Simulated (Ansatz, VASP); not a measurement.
Two plane-wave programs on HfN

```
Hf N
1.0
     3.13391    0.00000    0.00000
    -1.56695    2.71404    0.00000
     0.00000    0.00000    5.41677
Hf N
2 2
Direct
  0.66667 0.33333 0.75000
  0.33333 0.66667 0.25000
  0.00000 0.00000 0.00000
  0.00000 0.00000 0.50000
```

Alike in both runs: task relaxation of cell and atoms; functional PBEsol; k mesh 8 × 8 × 4; no spin polarisation.

|  | VASP | Ansatz |
| --- | --- | --- |
| version | VASP 6.6.1 | Ansatz 0.2.0 |
| potentials or method | VASP PAW PBE potentials, release 64 (Hf_pv, N), cutoff 600 eV | plane waves, PAW |
| occupations | methfessel-paxton of order 1, width 0.1 eV | cold, width 0.1 eV |
| valence electrons in the cell | 30 | 62 |

|  | VASP | Ansatz | Ansatz less VASP |
| --- | --- | --- | --- |
| relaxed volume (Å³/atom) | 11.34 | 11.43 | +0.085 |
| relaxed cell length with the largest relative difference (Å) | 3.118 | 3.127 | +0.0081 |

VASP's potentials were made for PBE, not for PBEsol. VASP's potentials hold 30 valence electrons a cell and Ansatz's 62, so a difference there can come from the potentials and not from the codes.

Spin-orbit coupling is off throughout.
